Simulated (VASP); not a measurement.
# TiO2 (P1) in VASP: single point with r2SCAN+U

Aim: the single point of TiO2 with r2SCAN+U.

Everything below comes from runs of VASP 6.6.1. Logs are shortened: lines on timing, memory, paths and dates and some standing lists are left out, and cuts for length are marked.

## (1) The cell of the first run

The typed cell holds 6 atoms: a = 5.486 Å, b = 5.527 Å, c = 5.548 Å, α = 139.86°, β = 139.49°, γ = 58.72°.

## (2) Single point, r2SCAN+U, collinear spin

POSCAR reads:

```
TiO2
1.0
   -1.9234353300      1.8651439900      4.7872520900
    1.8849389600     -1.9629613800      4.8108307900
    1.9157426700      1.9552687200     -4.8261321900
Ti O
2 4
Direct
    0.9995215400      0.9923120600      0.9907430400
    0.7520232300      0.2453624500      0.4941971800
    0.1784834700      0.1748785200      0.0001128900
    0.9263119500      0.4283146000      0.4993159700
    0.5720861400      0.0716240600      0.5003765900
    0.8275688100      0.8234250000      0.0059291400
```

INCAR.step1 reads:

```
PREC = Accurate
ENCUT = 520
ISMEAR = 1
SIGMA = 0.0143
LREAL = F
LASPH = T
NELM = 150
ISPIN = 2
MAGMOM = 1 1 0 0 0 0
LMAXMIX = 4
LDAU = T
LDAUTYPE = 2
LDAUL = 2 -1
LDAUU = 3.02 0
LDAUJ = 0 0
NBANDS = 37
GGA = PE
ALGO = Normal
EDIFF = 1E-4
LWAVE = T
LCHARG = F
```

INCAR.step2 reads:

```
PREC = Accurate
ENCUT = 520
EDIFF = 1E-6
ISMEAR = 1
SIGMA = 0.0143
LREAL = F
LASPH = T
NELM = 150
ALGO = Normal
ISIF = 2
LWAVE = F
LCHARG = F
ISPIN = 2
MAGMOM = 1 1 0 0 0 0
LORBIT = 11
LMAXMIX = 4
LDAU = T
LDAUTYPE = 2
LDAUL = 2 -1
LDAUU = 3.02 0
LDAUJ = 0 0
LDAUPRINT = 1
METAGGA = R2SCAN
LMIXTAU = T
NBANDS = 37
ISTART = 1
```

KPOINTS reads:

```
Automatic mesh
0
Gamma
  5 5 7
```

Potentials or basis: VASP PAW PBE potentials, release 64 (Ti_sv, O).

The run is started by

```console
cat potpaw_PBE.64/Ti_sv/POTCAR potpaw_PBE.64/O/POTCAR > POTCAR
cp INCAR.step1 INCAR
mpirun -np 1 vasp_std > vasp.out
cp INCAR.step2 INCAR
mpirun -np 1 vasp_std > vasp.out
```

OUTCAR:

```text
PREC = Accurate
   ENCUT = 520
   EDIFF = 1E-6
   ISMEAR = 1
   LREAL = F
   LASPH = T
   NELM = 150
   ISIF = 2
   ISPIN = 2
   LORBIT = 11
   METAGGA = R2SCAN
   ISTART = 1

 ion  position               nearest neighbor table
   1  1.000  0.992  0.991-   3 1.69   6 1.71   4 1.99   5 2.02   5 2.04   4 2.06
   2  0.752  0.245  0.494-   4 1.69   5 1.73   6 2.00   3 2.02   6 2.04   3 2.06
   3  0.178  0.175  0.000-   1 1.69   2 2.02   2 2.06
   4  0.926  0.428  0.499-   2 1.69   1 1.99   1 2.06
   5  0.572  0.072  0.500-   2 1.73   1 2.02   1 2.04
   6  0.828  0.823  0.006-   1 1.71   2 2.00   2 2.04

  LATTYP: Found a triclinic cell.
 ALAT       =     5.4859956385
 B/A-ratio  =     0.6928040900
 C/A-ratio  =     0.6964311569
 COS(alpha) =     0.0039963614
 COS(beta)  =     0.3317901740
 COS(gamma) =     0.3548059610

  Lattice vectors:

 A1 = (   1.9234353300,  -1.8651439900,  -4.7872520900)
 A2 = (   3.8006816300,  -0.0076926600,  -0.0153014000)
 A3 = (   0.0076926600,  -3.8204127100,   0.0388801000)

Analysis of symmetry for initial positions (statically):
=====================================================================
 Subroutine PRICEL returns:
 Original cell was already a primitive cell.

 Routine SETGRP: Setting up the symmetry group for a
 triclinic supercell.

 Subroutine GETGRP returns: Found  1 space group operations
 (whereof  1 operations were pure point group operations)
 out of a pool of  2 trial point group operations.

The static configuration has the point symmetry C_1 .

Analysis of symmetry for dynamics (positions and initial velocities):
=====================================================================
 Subroutine PRICEL returns:
 Original cell was already a primitive cell.

 Routine SETGRP: Setting up the symmetry group for a
 triclinic supercell.

 Subroutine GETGRP returns: Found  1 space group operations
 (whereof  1 operations were pure point group operations)
 out of a pool of  2 trial point group operations.

The dynamic configuration has the point symmetry C_1 .

Analysis of structural, dynamic, and magnetic symmetry:
=====================================================================
 Subroutine PRICEL returns:
 Original cell was already a primitive cell.

 Routine SETGRP: Setting up the symmetry group for a
 triclinic supercell.

 Subroutine GETGRP returns: Found  1 space group operations
 (whereof  1 operations were pure point group operations)
 out of a pool of  2 trial point group operations.

The overall configuration has the point symmetry C_1 .

 Subroutine INISYM returns: Found  1 space group operations
 (whereof  1 operations are pure point group operations),
 and found     1 'primitive' translations

----------------------------------------------------------------------------------------

                                     Primitive cell

  volume of cell :      69.6743

  direct lattice vectors                    reciprocal lattice vectors
    -1.923435330  1.865143990  4.787252090     0.000962251  0.262841372  0.106870040
     1.884938960 -1.962961380  4.810830790     0.263537717  0.001601884  0.105260806
     1.915742670  1.955268720 -4.826132190     0.263656662  0.262320685  0.003730886

  length of vectors
     5.485995638  5.527233047  5.548395954     0.283738821  0.283786067  0.371942061

  position of ions in fractional coordinates (direct lattice)
     0.999521540  0.992312060  0.990743040
     0.752023230  0.245362450  0.494197180
     0.178483470  0.174878520  0.000112890
     0.926311950  0.428314600  0.499315970
     0.572086140  0.071624060  0.500376590
     0.827568810  0.823425000  0.005929140

  ion indices of the primitive-cell ions
   primitive index   ion index
[... 107 lines left out ...]
   METAGGA = R2SCAN    functional components
   LHFCALC =     F    Hartree Fock is set to
   AEXX    =    0.0000 exact exchange contribution
   IVDW    =     0    specifies the selected vdW correction
   LEPSILON=     F    determine dielectric tensor
   LRPA    =     F    only Hartree local field effects (RPA)
 spin polarized calculation
 Methfessel and Paxton  Order N= 1 SIGMA  =   0.01
  energy-cutoff  :      520.00
  volume of cell :       69.67
 maximum number of plane-waves:      1887
 NGX is ok and might be reduce to    42
   NGX = 21   NGY = 21   NGZ = 21

 number of electron      48.0000002 magnetization       0.0000000

atom =   1  type =  1  l = 2

 onsite density matrix

spin component  1

  0.0588  0.0004  0.0003  0.0000 -0.0002
  0.0004  0.1365 -0.0054  0.0004 -0.0005
  0.0003 -0.0054  0.3775 -0.0071  0.0014
  0.0000  0.0004 -0.0071  0.1417  0.0071
 -0.0002 -0.0005  0.0014  0.0071  0.1942

spin component  2

  0.0588  0.0004  0.0003  0.0000 -0.0002
  0.0004  0.1365 -0.0054  0.0004 -0.0005
  0.0003 -0.0054  0.3775 -0.0071  0.0014
  0.0000  0.0004 -0.0071  0.1417  0.0071
 -0.0002 -0.0005  0.0014  0.0071  0.1942

 occupancies and eigenvectors

  o =  0.0588  v =  0.0000  0.0000  0.0000  0.0000  0.0000  1.0000 -0.0054 -0.0011 -0.0003  0.0014      0.0000  0.0000  0.0000  0.0000  0.0000  0.0000  0.0000  0.0000  0.0000  0.0000
  o =  0.0588  v =  1.0000 -0.0054 -0.0011 -0.0003  0.0014  0.0000  0.0000  0.0000  0.0000  0.0000      0.0000  0.0000  0.0000  0.0000  0.0000  0.0000  0.0000  0.0000  0.0000  0.0000
  o =  0.1364  v =  0.0000  0.0000  0.0000  0.0000  0.0000 -0.0054 -0.9975 -0.0202  0.0651 -0.0170      0.0000  0.0000  0.0000  0.0000  0.0000  0.0000  0.0000  0.0000  0.0000  0.0000
  o =  0.1364  v = -0.0054 -0.9975 -0.0202  0.0651 -0.0170  0.0000  0.0000  0.0000  0.0000  0.0000      0.0000  0.0000  0.0000  0.0000  0.0000  0.0000  0.0000  0.0000  0.0000  0.0000
  o =  0.1405  v =  0.0000  0.0000  0.0000  0.0000  0.0000 -0.0009 -0.0661 -0.0320 -0.9886  0.1316      0.0000  0.0000  0.0000  0.0000  0.0000  0.0000  0.0000  0.0000  0.0000  0.0000
  o =  0.1405  v = -0.0009 -0.0661 -0.0320 -0.9886  0.1316  0.0000  0.0000  0.0000  0.0000  0.0000      0.0000  0.0000  0.0000  0.0000  0.0000  0.0000  0.0000  0.0000  0.0000  0.0000
  o =  0.1952  v =  0.0000  0.0000  0.0000  0.0000  0.0000  0.0014  0.0082  0.0029 -0.1326 -0.9911      0.0000  0.0000  0.0000  0.0000  0.0000  0.0000  0.0000  0.0000  0.0000  0.0000
  o =  0.1952  v =  0.0014  0.0082  0.0029 -0.1326 -0.9911  0.0000  0.0000  0.0000  0.0000  0.0000      0.0000  0.0000  0.0000  0.0000  0.0000  0.0000  0.0000  0.0000  0.0000  0.0000
  o =  0.3779  v =  0.0000  0.0000  0.0000  0.0000  0.0000 -0.0010  0.0223 -0.9993  0.0300 -0.0067      0.0000  0.0000  0.0000  0.0000  0.0000  0.0000  0.0000  0.0000  0.0000  0.0000
  o =  0.3779  v = -0.0010  0.0223 -0.9993  0.0300 -0.0067  0.0000  0.0000  0.0000  0.0000  0.0000      0.0000  0.0000  0.0000  0.0000  0.0000  0.0000  0.0000  0.0000  0.0000  0.0000

atom =   2  type =  1  l = 2

 onsite density matrix

spin component  1

  0.0582 -0.0001  0.0004  0.0004  0.0001
 -0.0001  0.1392 -0.0066  0.0001 -0.0026
  0.0004 -0.0066  0.3730  0.0023 -0.0031
  0.0004  0.0001  0.0023  0.1363 -0.0040
  0.0001 -0.0026 -0.0031 -0.0040  0.1934

spin component  2

  0.0582 -0.0001  0.0004  0.0004  0.0001
 -0.0001  0.1392 -0.0066  0.0001 -0.0026
  0.0004 -0.0066  0.3730  0.0023 -0.0031
  0.0004  0.0001  0.0023  0.1363 -0.0040
  0.0001 -0.0026 -0.0031 -0.0040  0.1934

 occupancies and eigenvectors

  o =  0.0582  v =  0.0000  0.0000  0.0000  0.0000  0.0000  1.0000  0.0009 -0.0012 -0.0051 -0.0007      0.0000  0.0000  0.0000  0.0000  0.0000  0.0000  0.0000  0.0000  0.0000  0.0000
  o =  0.0582  v =  1.0000  0.0009 -0.0012 -0.0051 -0.0007  0.0000  0.0000  0.0000  0.0000  0.0000      0.0000  0.0000  0.0000  0.0000  0.0000  0.0000  0.0000  0.0000  0.0000  0.0000
  o =  0.1360  v =  0.0000  0.0000  0.0000  0.0000  0.0000  0.0051  0.0231 -0.0080  0.9972  0.0704      0.0000  0.0000  0.0000  0.0000  0.0000  0.0000  0.0000  0.0000  0.0000  0.0000
  o =  0.1360  v =  0.0051  0.0231 -0.0080  0.9972  0.0704  0.0000  0.0000  0.0000  0.0000  0.0000      0.0000  0.0000  0.0000  0.0000  0.0000  0.0000  0.0000  0.0000  0.0000  0.0000
  o =  0.1388  v =  0.0000  0.0000  0.0000  0.0000  0.0000 -0.0009  0.9981  0.0288 -0.0262  0.0469      0.0000  0.0000  0.0000  0.0000  0.0000  0.0000  0.0000  0.0000  0.0000  0.0000
  o =  0.1388  v = -0.0009  0.9981  0.0288 -0.0262  0.0469  0.0000  0.0000  0.0000  0.0000  0.0000      0.0000  0.0000  0.0000  0.0000  0.0000  0.0000  0.0000  0.0000  0.0000  0.0000
  o =  0.1938  v =  0.0000  0.0000  0.0000  0.0000  0.0000  0.0004 -0.0491  0.0162 -0.0691  0.9963      0.0000  0.0000  0.0000  0.0000  0.0000  0.0000  0.0000  0.0000  0.0000  0.0000
  o =  0.1938  v =  0.0004 -0.0491  0.0162 -0.0691  0.9963  0.0000  0.0000  0.0000  0.0000  0.0000      0.0000  0.0000  0.0000  0.0000  0.0000  0.0000  0.0000  0.0000  0.0000  0.0000
  o =  0.3732  v =  0.0000  0.0000  0.0000  0.0000  0.0000 -0.0012  0.0278 -0.9994 -0.0099  0.0169      0.0000  0.0000  0.0000  0.0000  0.0000  0.0000  0.0000  0.0000  0.0000  0.0000
  o =  0.3732  v = -0.0012  0.0278 -0.9994 -0.0099  0.0169  0.0000  0.0000  0.0000  0.0000  0.0000      0.0000  0.0000  0.0000  0.0000  0.0000  0.0000  0.0000  0.0000  0.0000  0.0000

 number of electron      48.0000002 magnetization      -0.0000000

 Free energy of the ion-electron system (eV)
  ---------------------------------------------------
  ext. energy  EPLUGINS =         0.00000000
  ---------------------------------------------------
  free energy    TOTEN  =       -61.33902006 eV

  energy without entropy =      -61.33902006  energy(sigma->0) =      -61.33902006

 E-fermi :   3.9300     XC(G=0): -11.1557

 val. band max:        3.8228940580   @ k =  -0.4000  -0.4000   0.4286
 cond. band min:       6.6103361290   @ k =   0.0000   0.0000   0.0000
 fundamental gap:      2.7874420710
 Fermi energy:         3.9300128106

 spin component 1

 k-point     1 :       0.0000    0.0000    0.0000
  band No.  band energies     occupation
      1     -55.6785      1.00000
      2     -55.5827      1.00000
      3     -31.6007      1.00000
      4     -31.0350      1.00000
      5     -30.8056      1.00000
      6     -30.7951      1.00000
[... 1865 lines left out ...]
     35      13.5242      0.00000
     36      13.9336      0.00000

 [... further k-points ...]

 [bands above 36 left out]

------------------------ aborting loop because EDIFF is reached ----------------------------------------

  FORCE on cell =-STRESS in cart. coord.  units (eV):
  Direction    XX          YY          ZZ          XY          YZ          ZX
  --------------------------------------------------------------------------------------
  -------------------------------------------------------------------------------------
  Total        5.3375748      4.0536207     46.1520872      0.0277126      0.0019241      0.1529490
  in kB      122.7388890     93.2140379   1061.2789673      0.6372578      0.0442461      3.5171013
  external PRESSURE =     425.7439647 kB  Pullay stress =       0.0000000 kB

 VOLUME and BASIS-vectors are now :
 -----------------------------------------------------------------------------
  energy-cutoff  :      520.00
  volume of cell :       69.67
      direct lattice vectors                 reciprocal lattice vectors
    -1.923435330  1.865143990  4.787252090     0.000962251  0.262841372  0.106870040
     1.884938960 -1.962961380  4.810830790     0.263537717  0.001601884  0.105260806
     1.915742670  1.955268720 -4.826132190     0.263656662  0.262320685  0.003730886

 POSITION                                       TOTAL-FORCE (eV/Angst)
 -----------------------------------------------------------------------------------
      1.84594      1.85355      4.77735         0.015443     -0.169704     -0.428645
     -0.03722      1.88728      2.39546        -0.039674      0.149766     -1.489531
     -0.01345     -0.01016      1.69521         0.026299      0.183239     10.285082
     -0.01779      1.86324      4.08527         0.017600     -0.227756     10.060420
     -0.00677      1.90480      0.66841         0.101364     -0.178770     -8.838671
     -0.02831     -0.06122      7.89452        -0.121032      0.243226     -9.588656
 -----------------------------------------------------------------------------------
    total drift:                                0.005591     -0.000591     -0.005562

  FREE ENERGIE OF THE ION-ELECTRON SYSTEM (eV)
  ---------------------------------------------------
  free  energy   TOTEN  =       -61.3390200581 eV

  energy  without entropy=      -61.3390200581  energy(sigma->0) =      -61.33902006

 total charge

# of ion       s       p       d       tot
------------------------------------------
    1        2.257   6.424   1.781  10.463
    2        2.253   6.415   1.765  10.432
    3        1.592   3.611   0.000   5.203
    4        1.593   3.619   0.000   5.212
    5        1.589   3.603   0.000   5.192
    6        1.592   3.615   0.000   5.206
--------------------------------------------------
tot         10.877  27.286   3.546  41.709

 magnetization (x)

# of ion       s       p       d       tot
------------------------------------------
    1        0.000   0.000   0.000   0.000
    2        0.000   0.000   0.000   0.000
    3       -0.000  -0.000   0.000  -0.000
    4       -0.000  -0.000   0.000  -0.000
    5       -0.000  -0.000   0.000  -0.000
    6       -0.000  -0.000   0.000  -0.000
--------------------------------------------------
tot          0.000  -0.000   0.000   0.000
```

Wall time 82 min (1 thread of Oxide Virtual Turin-like, shared host); peak memory 0.52 GiB.

Results:

```
Free energy                                           : -61.3390 eV
Pressure                                              : 42.6 GPa
Largest force                                         : 10.287 eV/Å
Band gap on the k mesh                                : 2.79 eV (least direct gap 2.92 eV)
Net moment                                            : 0.00 μB per cell
Valence electrons inside the program's atomic spheres : Ti 10.46, 10.43; O 5.20, 5.21, 5.19 (each value once)
```

Forces on the atoms (eV/Å):
```
Ti   0.015 -0.170 -0.429
Ti  -0.040  0.150 -1.490
O    0.026  0.183 10.285
O    0.018 -0.228 10.060
O    0.101 -0.179 -8.839
O   -0.121  0.243 -9.589
```

Eigenvalues of the final occupation matrices:
```
    site  spin  trace               eigenvalues
site 1 d     1   0.91  0.06 0.14 0.14 0.20 0.38
site 1 d     2   0.91  0.06 0.14 0.14 0.20 0.38
site 2 d     1   0.90  0.06 0.14 0.14 0.19 0.37
site 2 d     2   0.90  0.06 0.14 0.14 0.19 0.37
```

Caveat: the cell stands under pressure; the PAW data sets were made with another functional, which shifts forces and pressure a little; an odd mesh through Γ misses points on the zone boundary, where band edges can lie.
